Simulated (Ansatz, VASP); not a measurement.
## Two plane-wave programs on BN

File INCAR:

```
ALGO = Normal ; EDIFF = 1E-7
ENCUT = 520 ; GGA = PE
ISIF = 2 ; ISMEAR = 0
LASPH = True ; LCHARG = False
LREAL = False ; LWAVE = False
NBANDS = 16 ; NELM = 100
PREC = Accurate ; SIGMA = 0.05
```

Contents of KPOINTS:

```
k-points
0
Gamma
  12 12 6
```

POSCAR

```
BN
1.0
    2.3496244336      0.0000000000      0.0000000000
   -1.1748122168      2.0348344488      0.0000000000
    0.0000000000      0.0000000000      4.3959292000
B N
2 2
Direct
    0.6666666667      0.3333333333      0.9997240000
    0.3333333333      0.6666666667      0.4997240000
    0.6666666667      0.3333333333      0.6252760000
    0.3333333333      0.6666666667      0.1252760000
```

Input for Ansatz:

```yaml
crystal:
  lattice:
    - [2.3496244336, 0.0, 0.0]
    - [-1.1748122168, 2.0348344488, 0.0]
    - [0.0, 0.0, 4.3959292]
  atoms:
    - { symbol: B, position: [0.6666666667, 0.3333333333, 0.999724] }
    - { symbol: B, position: [0.3333333333, 0.6666666667, 0.499724] }
    - { symbol: "N", position: [0.6666666667, 0.3333333333, 0.625276] }
    - { symbol: "N", position: [0.3333333333, 0.6666666667, 0.125276] }
basis:
  ecutwfc: 420
kpoints:
  mp_grid: { grid: [12, 12, 6] }
hamiltonian:
  xc: pbe
scf:
  occupations: { method: gaussian, width: 0.05 }
output:
  forces: true
  stress: true
  eigenvalues: true
  write_density: true
  write_potential: true
  elf: true
  volumetric_format: npy
```

Change from the starting cell: strain -0.080 along x and y, +0.040 along z, atoms carried along.

Alike in both runs: task single point; functional PBE; k mesh 12 × 12 × 6; occupations gaussian, width 0.05 eV; no spin polarisation.

|  | VASP | Ansatz |
| --- | --- | --- |
| version | VASP 6.6.1 | Ansatz 0.2.0 |
| potentials or method | VASP PAW PBE potentials, release 64 (B, N), cutoff 520 eV | scalar-relativistic, plane waves, PAW |
| valence electrons in the cell | 16 | 16 |

```tsv
	VASP	Ansatz	Ansatz less VASP
gap on the k mesh at the Fermi level (eV)	4.37	4.39	+0.020
least direct gap on the mesh (eV)	4.93	4.93	+0.007
pressure (GPa)	68.8	68.2	-0.61
traceless stress, the component that is largest in VASP (GPa)	-99.56	-98.92	+0.641
rms of the force components (eV/Å)	0.211	0.197	-0.0139
```

Atom by atom the forces differ by 0.014 eV/Å (rms over components). Both programs put the cell under a high pressure, so it lies far from rest at this level. With one functional, cell and mesh, what is left measures potentials, basis and numerics.

Noted on VASP's run: the cell as given lies far from equilibrium.
